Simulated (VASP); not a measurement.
# Zn (Fmmm) in VASP: a series of runs

Zn is run at these levels: PBEsol; tasks: single point.

Program: VASP 6.6.1. These are calculated values, not measurements. Logs are shortened: lines on timing, memory, paths and dates and some standing lists are left out, and cuts for length are marked.

## 1. The cell of the first run

Symmetry: Fmmm, No. 69, orthorhombic system. The conventional cell has a = 3.138 Å, b = 4.360 Å, c = 4.516 Å, α = 90.00°, β = 90.00°, γ = 90.00°. Zn (site symmetry mmm) has 14 Zn at 2.69 to 3.14 Å within 3.5 Å.

## 2. Single point, PBEsol (strain +0.0350 x Voigt [0, 0, 0, 0, 0, 1])

Contents of INCAR:

```
SYSTEM = Zn
PREC = Accurate
ENCUT = 520
EDIFF = 1E-6
ISMEAR = 0
SIGMA = 0.15
LREAL = .False.
LASPH = .True.
NELM = 80
ALGO = Fast
ISIF = 2
LWAVE = .False.
LCHARG = .True.
GGA = PS
LELF = .True.
LVHAR = .True.
NBANDS = 12
```

Contents of KPOINTS:

```
regular mesh
0
Gamma
  22 22 22
  0 0 0
```

Contents of POSCAR:

```
Zn
1.0
   -1.5415788525      1.5415788525      1.5690370000
    1.5415788525     -1.5415788525      1.5690370000
    1.5964951475      1.5964951475     -1.5690370000
Zn
1
Direct
    0.0000000000      0.0000000000      0.0000000000
```

Potentials or basis: VASP PAW PBE potentials, release 64 (Zn).

The run is started by

```bash
$ cat potpaw_PBE.64/Zn/POTCAR > POTCAR
$ mpirun -np 1 vasp_std > vasp.out
```

OUTCAR:

```text
SYSTEM = Zn
   PREC = Accurate
   ENCUT = 520
   EDIFF = 1E-6
   ISMEAR = 0
   LREAL = .False.
   LASPH = .True.
   NELM = 80
   ISIF = 2
   GGA = PS

 ion  position               nearest neighbor table
   1  0.000  0.000  0.000-

  LATTYP: Found a face centered orthorhombic cell.
 ALAT       =     3.1380740000
 B/A-ratio  =     1.3894648250
 C/A-ratio  =     1.4389622997

  Lattice vectors:

 A1 = (   3.1380740000,   0.0549162950,   0.0000000000)
 A2 = (   1.5964951475,   1.5964951475,   1.5690370000)
 A3 = (   1.5415788525,  -1.5415788525,   1.5690370000)

Analysis of symmetry for initial positions (statically):
=====================================================================
 Subroutine PRICEL returns:
 Original cell was already a primitive cell.

 Routine SETGRP: Setting up the symmetry group for a
 face centered orthorhombic supercell.

 Subroutine GETGRP returns: Found  8 space group operations
 (whereof  8 operations were pure point group operations)
 out of a pool of  8 trial point group operations.

The static configuration has the point symmetry D_2h.

Analysis of symmetry for dynamics (positions and initial velocities):
=====================================================================
 Subroutine PRICEL returns:
 Original cell was already a primitive cell.

 Routine SETGRP: Setting up the symmetry group for a
 face centered orthorhombic supercell.

 Subroutine GETGRP returns: Found  8 space group operations
 (whereof  8 operations were pure point group operations)
 out of a pool of  8 trial point group operations.

The dynamic configuration has the point symmetry D_2h.

 Subroutine INISYM returns: Found  8 space group operations
 (whereof  8 operations are pure point group operations),
 and found     1 'primitive' translations

----------------------------------------------------------------------------------------

                                     Primitive cell

  volume of cell :      15.4464

  direct lattice vectors                    reciprocal lattice vectors
    -1.541578853  1.541578853  1.569037000    -0.005578377  0.318764422  0.318666800
     1.541578853 -1.541578853  1.569037000     0.318764422 -0.005578377  0.318666800
     1.596495147  1.596495147 -1.569037000     0.313186044  0.313186044  0.000000000

  length of vectors
     2.686039431  2.686039431  2.749449148     0.450766463  0.450766463  0.442911951

  position of ions in fractional coordinates (direct lattice)
     0.000000000  0.000000000  0.000000000

  ion indices of the primitive-cell ions
   primitive index   ion index
                 1           1

----------------------------------------------------------------------------------------

 KPOINTS: regular mesh

Automatic generation of k-mesh.
 Grid dimensions read from file:
 generate k-points for:   22   22   22

 Generating k-lattice:

  Cartesian coordinates                     Fractional coordinates (reciprocal lattice)
    -0.000253563  0.014489292  0.014484855     0.045454545  0.000000000  0.000000000
     0.014489292 -0.000253563  0.014484855     0.000000000  0.045454545  0.000000000
     0.014235729  0.014235729  0.000000000     0.000000000  0.000000000  0.045454545

  Length of vectors
     0.020489385  0.020489385  0.020132361

  Shift w.r.t. Gamma in fractional coordinates (k-lattice)
     0.000000000  0.000000000  0.000000000

 Subroutine IBZKPT returns following result:
 ===========================================

 Found   1530 irreducible k-points:

 Following reciprocal coordinates:
            Coordinates               Weight
  0.000000  0.000000  0.000000      1.000000
  0.045455  0.000000 -0.000000      8.000000
  0.090909  0.000000 -0.000000      8.000000
  0.136364  0.000000 -0.000000      8.000000
  0.181818  0.000000  0.000000      8.000000
  0.227273  0.000000  0.000000      8.000000
[... 16 lines left out ...]
  0.500000  0.045455  0.000000      8.000000
 -0.454545  0.045455  0.000000      8.000000
 [... further k-points ...]
   k-points           NKPTS =   1530   k-points in BZ     NKDIM =   1530   number of bands    NBANDS=     12
   number of dos      NEDOS =    301   number of ions     NIONS =      1
   total plane-waves  NPLWV =   8000
   dimension x,y,z NGX =    20 NGY =   20 NGZ =   20
   dimension x,y,z NGXF=    40 NGYF=   40 NGZF=   40
   ions per type =               1
   NGX,Y,Z   is equivalent  to a cutoff of  12.38, 12.38, 12.09 a.u.
   NGXF,Y,Z  is equivalent  to a cutoff of  24.76, 24.76, 24.19 a.u.
 SYSTEM =  Zn
   PREC   = accura    normal or accurate (medium, high low for compatibility)
   ISTART =      0    job   : 0-new  1-cont  2-samecut
   ICHARG =      2    charge: 1-file 2-atom 10-const
   ISPIN  =      1    spin polarized calculation?
   LNONCOLLINEAR =      F non collinear calculations
   LSORBIT =      F    spin-orbit coupling
   LASPH  =      T    aspherical Exc in radial PAW
   ENCUT  =  520.0 eV  38.22 Ry    6.18 a.u.   4.99  4.99  5.11*2*pi/ulx,y,z
   NELM   =     80;   NELMIN=  2; NELMDL= -5     # of ELM steps
   EDIFF  = 0.1E-05   stopping-criterion for ELM
   LREAL  =      F    real-space projection
   EDIFFG = 0.1E-04   stopping-criterion for IOM
   NSW    =      0    number of steps for IOM
   IBRION =     -1    ionic relax: 0-MD 1-quasi-New 2-CG
   NFREE  =      0    steps in history (QN), initial steepest desc. (CG)
   ISIF   =      2    stress and relaxation
   ISYM   =      2    0-nonsym 1-usesym 2-fastsym
   POTIM  = 0.5000    time-step for ionic-motion
   TEBEG  =    0.0;   TEEND  =   0.0 temperature during run
   PSTRESS=    0.0 pullay stress
   NELECT =      12.0000    total number of electrons
   NUPDOWN=      -1.0000    fix difference up-down
   EMIN   =  10.00;   EMAX   =-10.00  energy-range for DOS
   EFERMI =   0.00;   METHOD = LEGACY
   ISMEAR =     0;   SIGMA  =   0.15  broadening in eV -4-tet -1-fermi 0-gaus
   EFERMI_NEDOS =   21; number of points for ismear=-14 and -15
   IALGO  =     68    algorithm
   IMIX   =      4    mixing-type and parameters
     AMIX     =   0.40;   BMIX     =  1.00
     AMIX_MAG =   1.60;   BMIX_MAG =  1.00
  volume/ion in A,a.u.               =      15.45       104.24
  Fermi-wavevector in a.u.,A,eV,Ry     =   1.504965  2.843972 30.816103  2.264920
  Thomas-Fermi vector in A             =   2.615876
   LORBIT       =      0    0 simple, 1 ext, 2 COOP (PROOUT), +10 PAW based schemes
   GGA     = PS    functional components
   LHFCALC =     F    Hartree Fock is set to
   AEXX    =    0.0000 exact exchange contribution
   IVDW    =     0    specifies the selected vdW correction
   LEPSILON=     F    determine dielectric tensor
   LRPA    =     F    only Hartree local field effects (RPA)
 non-spin polarized calculation
 RMM-DIIS sequential band-by-band and
 Gauss-broadening in eV      SIGMA  =   0.15
  energy-cutoff  :      520.00
  volume of cell :       15.45
 maximum number of plane-waves:       432
   NGX =  9   NGY =  9   NGZ = 11

 number of electron      12.0000016 magnetization

 Free energy of the ion-electron system (eV)
  ---------------------------------------------------
  ext. energy  EPLUGINS =         0.00000000
  ---------------------------------------------------
  free energy    TOTEN  =        -1.47684386 eV

  energy without entropy =       -1.47308303  energy(sigma->0) =       -1.47496345

 E-fermi :   2.9363     XC(G=0): -11.6312

 val. band max:        2.9360234195   @ k =   0.5000   0.0000   0.0909
 cond. band min:       2.9371436365   @ k =  -0.1364   0.3182   0.4091
 fundamental gap:      0.0011202169
 Fermi energy:         2.9362985104

 k-point     1 :       0.0000    0.0000    0.0000
  band No.  band energies     occupation
      1      -7.4360      2.00000
      2      -4.8629      2.00000
      3      -4.8090      2.00000
      4      -4.7496      2.00000
      5      -4.3018      2.00000
      6      -4.2984      2.00000
      7      21.1523      0.00000
      8      21.8581      0.00000
      9      22.2066      0.00000
     10      23.4055      0.00000
     11      23.6521      0.00000
     12      24.2864      0.00000

 k-point     2 :       0.0455    0.0000   -0.0000
  band No.  band energies     occupation
      1      -7.3706      2.00000
      2      -4.8601      2.00000
      3      -4.8043      2.00000
      4      -4.7463      2.00000
      5      -4.3072      2.00000
      6      -4.2988      2.00000
      7      20.6604      0.00000
      8      21.0042      0.00000
      9      21.7666      0.00000
     10      22.6253      0.00000
     11      23.2885      0.00000
     12      23.7399      0.00000

 k-point     3 :       0.0909    0.0000   -0.0000
  band No.  band energies     occupation
      1      -7.1763      2.00000
      2      -4.8602      2.00000
      3      -4.7943      2.00000
      4      -4.7239      2.00000
      5      -4.3230      2.00000
      6      -4.2981      2.00000
      7      18.7284      0.00000
      8      19.8510      0.00000
      9      20.9793      0.00000
     10      21.8079      0.00000
     11      22.7571      0.00000
     12      23.4488      0.00000
[... 286 lines left out ...]
 k-point    23 :       0.5000    0.0455    0.0000
  band No.  band energies     occupation
      1      -5.4333      2.00000
      2      -5.1009      2.00000
      3      -4.3319      2.00000
      4      -4.2814      2.00000
      5      -3.9971      2.00000
      6       0.0935      2.00000
      7       2.2265      2.00000
      8      13.7820      0.00000
      9      15.0443      0.00000
     10      18.3909      0.00000
     11      20.5648      0.00000
     12      29.5810      0.00000

 k-point    24 :      -0.4545    0.0455    0.0000
  band No.  band energies     occupation
      1      -5.4218      2.00000
      2      -5.0892      2.00000
      3      -4.3393      2.00000
      4      -4.2824      2.00000
      5      -4.0351      2.00000
      6      -1.0110      2.00000
      7       3.5826      0.00000
      8      13.9673      0.00000
      9      15.2112      0.00000
     10      18.4583      0.00000
     11      20.6034      0.00000
     12      28.5137      0.00000

 [... further k-points ...]
[... 5 lines left out ...]
  --------------------------------------------------------------------------------------
  -------------------------------------------------------------------------------------
  Total       -0.4489441     -0.4489441     -0.4665842     -0.0089297      0.0000000      0.0000000
  in kB      -46.5667967    -46.5667967    -48.3965181     -0.9262298      0.0000000      0.0000000
  external PRESSURE =     -47.1767039 kB  Pullay stress =       0.0000000 kB

 VOLUME and BASIS-vectors are now :
 -----------------------------------------------------------------------------
  energy-cutoff  :      520.00
  volume of cell :       15.45
      direct lattice vectors                 reciprocal lattice vectors
    -1.541578853  1.541578853  1.569037000    -0.005578377  0.318764422  0.318666800
     1.541578853 -1.541578853  1.569037000     0.318764422 -0.005578377  0.318666800
     1.596495147  1.596495147 -1.569037000     0.313186044  0.313186044  0.000000000

 POSITION                                       TOTAL-FORCE (eV/Angst)
 -----------------------------------------------------------------------------------
      0.00000      0.00000      0.00000        -0.000000     -0.000000     -0.000000
 -----------------------------------------------------------------------------------
    total drift:                                0.000000      0.000000      0.000000

  FREE ENERGIE OF THE ION-ELECTRON SYSTEM (eV)
  ---------------------------------------------------
  free  energy   TOTEN  =        -1.4768438619 eV

  energy  without entropy=       -1.4730830330  energy(sigma->0) =       -1.47496345
```

It took 2.2 min on 1 thread of Intel Xeon 6975P-C, shared host; peak memory 0.36 GiB.

What came out:

| Quantity | Value |
| --- | --- |
| Free energy | -1.4768 eV |
| Pressure | -4.7 GPa |
| Band gap on the k mesh | zero (band 6 reaches 6.94 eV, above the bottom of band 7 at 1.56 eV) |

Stress tensor (GPa, compression positive):
```
-4.66 -0.09  0.00
-0.09 -4.66  0.00
 0.00  0.00 -4.84
```

Levels at points of the mesh, in eV from the Fermi level:
```csv
k point,band 2,band 3,band 4,band 5,band 6,band 7,band 8,band 9,band 10,band 11
"(0.00, 0.00, 0.00)",-7.80,-7.75,-7.69,-7.24,-7.23,18.22,18.92,19.27,20.47,20.72
"(0.50, 0.00, 0.00)",-8.04,-7.26,-7.21,-6.91,-2.68,-1.02,11.05,12.83,15.08,16.86
"(0.50, 0.50, 0.00)",-8.01,-7.28,-7.24,-6.88,-2.49,-0.65,10.87,12.43,15.01,16.36
"(0.00, 0.00, 0.50)",-8.08,-7.24,-7.18,-6.93,-2.86,-1.38,11.58,12.84,15.46,16.98
"(0.50, 0.50, 0.50)",-8.29,-7.03,-6.99,-6.94,4.01,4.14,4.30,7.42,8.53,8.54
```

Caveat: the cell differs from its parent crystal (strain +0.0350 x Voigt [0, 0, 0, 0, 0, 1]); the PAW data sets were made with another functional, which shifts forces and pressure a little.

[end of part 1 of 2]
